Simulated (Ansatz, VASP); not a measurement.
# One calculation of Nb3Si2O, two programs

```xyz
6
Lattice="-2.4785 2.4785 4.6264 2.4785 -2.4785 4.6264 2.4785 2.4785 -4.6264" Properties=species:S:1:pos:R:3 pbc="T T T"
Nb    0.0000    0.0000    2.7208
Nb    0.0000    0.0000    6.5321
Nb    0.0000    0.0000    0.0000
Si    0.0000    2.4785    2.3132
Si    2.4785    0.0000    2.3132
O     0.0000    0.0000    4.6264
```

Alike in both runs: functional PBE; k mesh 5 × 5 × 5; occupations gaussian, width 0.2 eV; no spin polarisation.

Ansatz relaxed the structure, and its values are those at the end. VASP's run is a single point on that final structure, the one shown.

|  | VASP | Ansatz |
| --- | --- | --- |
| version | VASP 6.6.1 | Ansatz 0.2.0 |
| potentials or method | VASP PAW PBE potentials, release 64 (Nb_sv, Si, O), cutoff 520 eV | scalar-relativistic, plane waves, PAW |
| valence electrons in the cell | 53 | 53 |

|  | VASP | Ansatz | Ansatz less VASP |
| --- | --- | --- | --- |
| gap on the k mesh at the Fermi level (eV) | none | none | - |
| pressure (GPa) | -0.1 | 0.1 | +0.20 |
| rms of the force components (eV/Å) | 0.011 | 0.017 | +0.0059 |

A gap of «none» marks a metal or a gap that the smearing closes. The functional is the same, so the differences come from potentials, cutoffs and numerics.
